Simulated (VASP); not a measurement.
Runs of VASP 6.6.1 on Bi2Se3. The structure is that of space group R-3m (No. 166), or close to it. The cells are those of the table. 

```csv
task,cell,cutoff (eV),gap on the mesh (eV),pressure (GPa),largest force (eV/Å)
single point,"a = 11.012 Å, angles 21.9°, 5 atoms",520,(b),-0.1,0.01
relaxation of cell and atoms,"relaxed from a = 10.710 Å, angles 22.6°, 5 atoms",600,(a),0.0,-
relaxation of shape and atoms at fixed volume,"relaxed from a = 9.820 Å, angles 24.2°, 5 atoms",600,0.14,2.9,0.01
single point,"a = 11.735 Å, angles 20.5°, 5 atoms",520,0.84,-0.1,0.01
single point,"a = 11.320 Å, angles 21.3°, 5 atoms",520,0.79,-0.1,0.01
```

Alike in all rows: level PBE; potentials or basis VASP PAW PBE potentials, release 64 (Bi_d, Se); no spin polarisation; k mesh 6 × 6 × 6; smearing gaussian 0.02 eV.

Task: Estimate the missing entries.

Result: (a) 0.69; (b) 0.75.

Caveats: spin-orbit coupling is left out, which moves the levels of the heavy elements.

A k mesh can miss the band edges, and the runs leave out spin-orbit coupling on Bi, Se.
